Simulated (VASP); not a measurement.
# ZnO (P4_2/mnm) in VASP: single point with r2SCAN

Aim: the single point of ZnO with r2SCAN.

Program: VASP 6.6.1. These are calculated values, not measurements. Logs are shortened: lines on timing, memory, paths and dates and some standing lists are left out, and cuts for length are marked.

### 1 The cell of the first run

The structure is tetragonal, space group P4_2/mnm (No. 136). The conventional cell has a = 5.518 Å, b = 5.518 Å, c = 3.259 Å, α = 90.00°, β = 90.00°, γ = 90.00°. Within 2.6 Å of Zn (site symmetry m2m) lie 4 O at 1.94 to 2.01 Å. Within 2.6 Å of O (site symmetry m2m) lie 4 Zn at 1.94 to 2.01 Å.

### 2 Single point, r2SCAN

Contents of POSCAR:

```
ZnO
1.0
    5.5175700000      0.0000000000      0.0000000000
    0.0000000000      5.5175700000      0.0000000000
    0.0000000000      0.0000000000      3.2587790000
Zn O
4 4
Direct
    0.1819730000      0.1819730000      0.5000000000
    0.8180270000      0.8180270000      0.5000000000
    0.6819730000      0.3180270000      0.0000000000
    0.3180270000      0.6819730000      0.0000000000
    0.8172470000      0.1827530000      0.5000000000
    0.1827530000      0.8172470000      0.5000000000
    0.6827530000      0.6827530000      0.0000000000
    0.3172470000      0.3172470000      0.0000000000
```

Contents of INCAR.step1:

```
SYSTEM = ZnO
PREC = Accurate ; ENCUT = 520
ISMEAR = 0 ; SIGMA = 0.01
LREAL = .FALSE. ; LASPH = .TRUE.
NELM = 60 ; NBANDS = 46
GGA = PE ; ALGO = Normal
EDIFF = 1E-4 ; LWAVE = .TRUE.
LCHARG = .FALSE.
```

Contents of INCAR.step2:

```
SYSTEM = ZnO
PREC = Accurate ; ENCUT = 520
EDIFF = 1E-6 ; ISMEAR = 0
SIGMA = 0.01 ; LREAL = .FALSE.
LASPH = .TRUE. ; NELM = 60
ALGO = Normal ; ISIF = 2
LWAVE = .FALSE. ; LCHARG = .FALSE.
METAGGA = R2SCAN ; LMIXTAU = .TRUE.
NBANDS = 46 ; ISTART = 1
```

Contents of KPOINTS:

```
regular mesh
0
G
  4 4 6
  0 0 0
```

Potentials or basis: VASP PAW PBE potentials, release 64 (Zn, O).

On the command line:

```console
> cat potpaw_PBE.64/Zn/POTCAR potpaw_PBE.64/O/POTCAR > POTCAR
> cp INCAR.step1 INCAR
> mpirun -np 1 vasp_std > vasp.out
> cp INCAR.step2 INCAR
> mpirun -np 1 vasp_std > vasp.out
```

OUTCAR:

```text
SYSTEM = ZnO
   PREC = Accurate
   ENCUT = 520
   EDIFF = 1E-6
   ISMEAR = 0
   LREAL = .FALSE.
   LASPH = .TRUE.
   NELM = 60
   ISIF = 2
   METAGGA = R2SCAN
   ISTART = 1

 ion  position               nearest neighbor table
   1  0.182  0.182  0.500-   8 1.94   8 1.94   5 2.01   6 2.01   2 2.84
   2  0.818  0.818  0.500-   7 1.94   7 1.94   5 2.01   6 2.01   1 2.84
   3  0.682  0.318  0.000-   5 1.94   5 1.94   8 2.01   7 2.01   4 2.84
   4  0.318  0.682  0.000-   6 1.94   6 1.94   8 2.01   7 2.01   3 2.84
   5  0.817  0.183  0.500-   3 1.94   3 1.94   1 2.01   2 2.01
   6  0.183  0.817  0.500-   4 1.94   4 1.94   1 2.01   2 2.01
   7  0.683  0.683  0.000-   2 1.94   2 1.94   4 2.01   3 2.01
   8  0.317  0.317  0.000-   1 1.94   1 1.94   4 2.01   3 2.01

  LATTYP: Found a simple tetragonal cell.
 ALAT       =     5.5175700000
 C/A-ratio  =     0.5906185150

  Lattice vectors:

 A1 = (   5.5175700000,   0.0000000000,   0.0000000000)
 A2 = (   0.0000000000,   5.5175700000,   0.0000000000)
 A3 = (   0.0000000000,   0.0000000000,   3.2587790000)

Analysis of symmetry for initial positions (statically):
=====================================================================
 Subroutine PRICEL returns:
 Original cell was already a primitive cell.

 Routine SETGRP: Setting up the symmetry group for a
 simple tetragonal supercell.

 Subroutine GETGRP returns: Found 16 space group operations
 (whereof  8 operations were pure point group operations)
 out of a pool of 16 trial point group operations.

The static configuration has the point symmetry D_2h.
 The point group associated with its full space group is D_4h.

Analysis of symmetry for dynamics (positions and initial velocities):
=====================================================================
 Subroutine PRICEL returns:
 Original cell was already a primitive cell.

 Routine SETGRP: Setting up the symmetry group for a
 simple tetragonal supercell.

 Subroutine GETGRP returns: Found 16 space group operations
 (whereof  8 operations were pure point group operations)
 out of a pool of 16 trial point group operations.

The dynamic configuration has the point symmetry D_2h.
 The point group associated with its full space group is D_4h.

 Subroutine INISYM returns: Found 16 space group operations
 (whereof  8 operations are pure point group operations),
 and found     1 'primitive' translations

----------------------------------------------------------------------------------------

                                     Primitive cell

  volume of cell :      99.2089

  direct lattice vectors                    reciprocal lattice vectors
     5.517570000  0.000000000  0.000000000     0.181239205  0.000000000  0.000000000
     0.000000000  5.517570000  0.000000000     0.000000000  0.181239205  0.000000000
     0.000000000  0.000000000  3.258779000     0.000000000  0.000000000  0.306863399

  length of vectors
     5.517570000  5.517570000  3.258779000     0.181239205  0.181239205  0.306863399

  position of ions in fractional coordinates (direct lattice)
     0.181973000  0.181973000  0.500000000
     0.818027000  0.818027000  0.500000000
     0.681973000  0.318027000  0.000000000
     0.318027000  0.681973000  0.000000000
     0.817247000  0.182753000  0.500000000
     0.182753000  0.817247000  0.500000000
     0.682753000  0.682753000  0.000000000
     0.317247000  0.317247000  0.000000000

  ion indices of the primitive-cell ions
   primitive index   ion index
                 1           1
                 2           2
                 3           3
                 4           4
                 5           5
                 6           6
                 7           7
                 8           8

----------------------------------------------------------------------------------------

 KPOINTS: regular mesh

Automatic generation of k-mesh.
 Grid dimensions read from file:
 generate k-points for:    4    4    6

 Generating k-lattice:

  Cartesian coordinates                     Fractional coordinates (reciprocal lattice)
     0.045309801  0.000000000  0.000000000     0.250000000  0.000000000  0.000000000
     0.000000000  0.045309801  0.000000000     0.000000000  0.250000000  0.000000000
     0.000000000  0.000000000  0.051143900     0.000000000  0.000000000  0.166666667

  Length of vectors
     0.045309801  0.045309801  0.051143900

  Shift w.r.t. Gamma in fractional coordinates (k-lattice)
     0.000000000  0.000000000  0.000000000

 Subroutine IBZKPT returns following result:
 ===========================================

 Found     24 irreducible k-points:

 Following reciprocal coordinates:
            Coordinates               Weight
  0.000000  0.000000  0.000000      1.000000
  0.250000  0.000000  0.000000      4.000000
  0.500000  0.000000  0.000000      2.000000
  0.250000  0.250000  0.000000      4.000000
  0.500000  0.250000  0.000000      4.000000
  0.500000  0.500000  0.000000      1.000000
[... 16 lines left out ...]
  0.500000  0.250000  0.500000      4.000000
  0.500000  0.500000  0.500000      1.000000
   k-points           NKPTS =     24   k-points in BZ     NKDIM =     24   number of bands    NBANDS=     46
   number of dos      NEDOS =    301   number of ions     NIONS =      8
   total plane-waves  NPLWV =  42336
   dimension x,y,z NGX =    42 NGY =   42 NGZ =   24
   dimension x,y,z NGXF=    84 NGYF=   84 NGZF=   48
   ions per type =               4   4
   NGX,Y,Z   is equivalent  to a cutoff of  12.65, 12.65, 12.24 a.u.
   NGXF,Y,Z  is equivalent  to a cutoff of  25.31, 25.31, 24.49 a.u.
 SYSTEM =  ZnO
   PREC   = accura    normal or accurate (medium, high low for compatibility)
   ISTART =      1    job   : 0-new  1-cont  2-samecut
   ICHARG =      0    charge: 1-file 2-atom 10-const
   ISPIN  =      1    spin polarized calculation?
   LNONCOLLINEAR =      F non collinear calculations
   LSORBIT =      F    spin-orbit coupling
   LASPH  =      T    aspherical Exc in radial PAW
   ENCUT  =  520.0 eV  38.22 Ry    6.18 a.u.  10.26 10.26  6.06*2*pi/ulx,y,z
   NELM   =     60;   NELMIN=  2; NELMDL=  0     # of ELM steps
   EDIFF  = 0.1E-05   stopping-criterion for ELM
   LREAL  =      F    real-space projection
   EDIFFG = 0.1E-04   stopping-criterion for IOM
   NSW    =      0    number of steps for IOM
   IBRION =     -1    ionic relax: 0-MD 1-quasi-New 2-CG
   NFREE  =      0    steps in history (QN), initial steepest desc. (CG)
   ISIF   =      2    stress and relaxation
   ISYM   =      2    0-nonsym 1-usesym 2-fastsym
   POTIM  = 0.5000    time-step for ionic-motion
   TEBEG  =    0.0;   TEEND  =   0.0 temperature during run
   PSTRESS=    0.0 pullay stress
   NELECT =      72.0000    total number of electrons
   NUPDOWN=      -1.0000    fix difference up-down
   EMIN   =  10.00;   EMAX   =-10.00  energy-range for DOS
   EFERMI =   0.00;   METHOD = LEGACY
   ISMEAR =     0;   SIGMA  =   0.01  broadening in eV -4-tet -1-fermi 0-gaus
   EFERMI_NEDOS =   21; number of points for ismear=-14 and -15
   IALGO  =     38    algorithm
   IMIX   =      4    mixing-type and parameters
     AMIX     =   0.40;   BMIX     =  1.00
     AMIX_MAG =   1.60;   BMIX_MAG =  1.00
  volume/ion in A,a.u.               =      12.40        83.69
  Fermi-wavevector in a.u.,A,eV,Ry     =   1.471190  2.780146 29.448454  2.164400
  Thomas-Fermi vector in A             =   2.586356
   LORBIT       =      0    0 simple, 1 ext, 2 COOP (PROOUT), +10 PAW based schemes
   METAGGA = R2SCAN    functional components
   LHFCALC =     F    Hartree Fock is set to
   AEXX    =    0.0000 exact exchange contribution
   IVDW    =     0    specifies the selected vdW correction
   LEPSILON=     F    determine dielectric tensor
   LRPA    =     F    only Hartree local field effects (RPA)
 non-spin polarized calculation
 Gauss-broadening in eV      SIGMA  =   0.01
  energy-cutoff  :      520.00
  volume of cell :       99.21
 maximum number of plane-waves:      2696
 NGX is ok and might be reduce to    42
   NGX = 21   NGY = 21   NGZ = 13

 number of electron      71.9999982 magnetization

 Free energy of the ion-electron system (eV)
  ---------------------------------------------------
  ext. energy  EPLUGINS =         0.00000000
  ---------------------------------------------------
  free energy    TOTEN  =       -72.37257864 eV

  energy without entropy =      -72.37257864  energy(sigma->0) =      -72.37257864

 E-fermi :   0.6994     XC(G=0): -11.3617

 val. band max:        0.6521719370   @ k =   0.0000   0.0000   0.0000
 cond. band min:       1.8565898058   @ k =   0.0000   0.0000   0.0000
 fundamental gap:      1.2044178688
 Fermi energy:         0.6994347655

 k-point     1 :       0.0000    0.0000    0.0000
  band No.  band energies     occupation
      1     -18.4673      2.00000
      2     -17.7880      2.00000
      3     -17.7880      2.00000
      4     -17.7052      2.00000
      5      -5.7460      2.00000
      6      -5.5652      2.00000
[... 38 lines left out ...]
     45      11.7086      0.00000
     46      13.6782      0.00000

 k-point     2 :       0.2500    0.0000    0.0000
  band No.  band energies     occupation
      1     -18.3870      2.00000
      2     -17.9383      2.00000
      3     -17.7585      2.00000
      4     -17.6684      2.00000
      5      -5.7407      2.00000
      6      -5.6074      2.00000
[... 38 lines left out ...]
     45      12.3030      0.00000
     46      12.9798      0.00000

 k-point     3 :       0.5000    0.0000    0.0000
  band No.  band energies     occupation
      1     -18.1807      2.00000
      2     -18.1807      2.00000
      3     -17.6972      2.00000
      4     -17.6972      2.00000
      5      -5.6899      2.00000
      6      -5.6899      2.00000
[... 1018 lines left out ...]
     45      10.9666      0.00000
     46      10.9666      0.00000

 k-point    24 :       0.5000    0.5000    0.5000
  band No.  band energies     occupation
      1     -17.8367      2.00000
      2     -17.8367      2.00000
      3     -17.6027      2.00000
      4     -17.6027      2.00000
      5      -5.5732      2.00000
      6      -5.5732      2.00000
[... 38 lines left out ...]
     45      11.6561      0.00000
     46      11.6561      0.00000

------------------------ aborting loop because EDIFF is reached ----------------------------------------

  FORCE on cell =-STRESS in cart. coord.  units (eV):
  Direction    XX          YY          ZZ          XY          YZ          ZX
  --------------------------------------------------------------------------------------
  -------------------------------------------------------------------------------------
  Total        0.1432211      0.1432211      0.1868939      0.0000000      0.0000000      0.0000000
  in kB        2.3129542      2.3129542      3.0182484      0.0000000      0.0000000      0.0000000
  external PRESSURE =       2.5480523 kB  Pullay stress =       0.0000000 kB

 VOLUME and BASIS-vectors are now :
 -----------------------------------------------------------------------------
  energy-cutoff  :      520.00
  volume of cell :       99.21
      direct lattice vectors                 reciprocal lattice vectors
     5.517570000  0.000000000  0.000000000     0.181239205  0.000000000  0.000000000
     0.000000000  5.517570000  0.000000000     0.000000000  0.181239205  0.000000000
     0.000000000  0.000000000  3.258779000     0.000000000  0.000000000  0.306863399

 POSITION                                       TOTAL-FORCE (eV/Angst)
 -----------------------------------------------------------------------------------
      1.00405      1.00405      1.62939        -0.031268     -0.031268      0.000000
      4.51352      4.51352      1.62939         0.031268      0.031268      0.000000
      3.76283      1.75474      0.00000        -0.031268      0.031268      0.000000
      1.75474      3.76283      0.00000         0.031268     -0.031268      0.000000
      4.50922      1.00835      1.62939         0.000275     -0.000275     -0.000000
      1.00835      4.50922      1.62939        -0.000275      0.000275      0.000000
      3.76714      3.76714      0.00000        -0.000275     -0.000275     -0.000000
      1.75043      1.75043      0.00000         0.000275      0.000275      0.000000
 -----------------------------------------------------------------------------------
    total drift:                                0.000000     -0.000000     -0.000000

  FREE ENERGIE OF THE ION-ELECTRON SYSTEM (eV)
  ---------------------------------------------------
  free  energy   TOTEN  =       -72.3725786447 eV

  energy  without entropy=      -72.3725786447  energy(sigma->0) =      -72.37257864
```

Run time: 5 min. Hardware: 1 thread of AMD EPYC 7R13 (Zen 3), shared host; peak memory 0.22 GiB.

What came out:

* Free energy: -72.3726 eV
* Pressure: 0.3 GPa
* Largest force: 0.044 eV/Å
* Band gap on the k mesh: 1.20 eV

Forces on the atoms (eV/Å):
```
Zn  -0.031 -0.031  0.000
Zn   0.031  0.031  0.000
Zn  -0.031  0.031  0.000
Zn   0.031 -0.031  0.000
O    0.000  0.000  0.000
O    0.000  0.000  0.000
O    0.000  0.000  0.000
O    0.000  0.000  0.000
```

Caveat: the PAW data sets were made with another functional, which shifts forces and pressure a little.
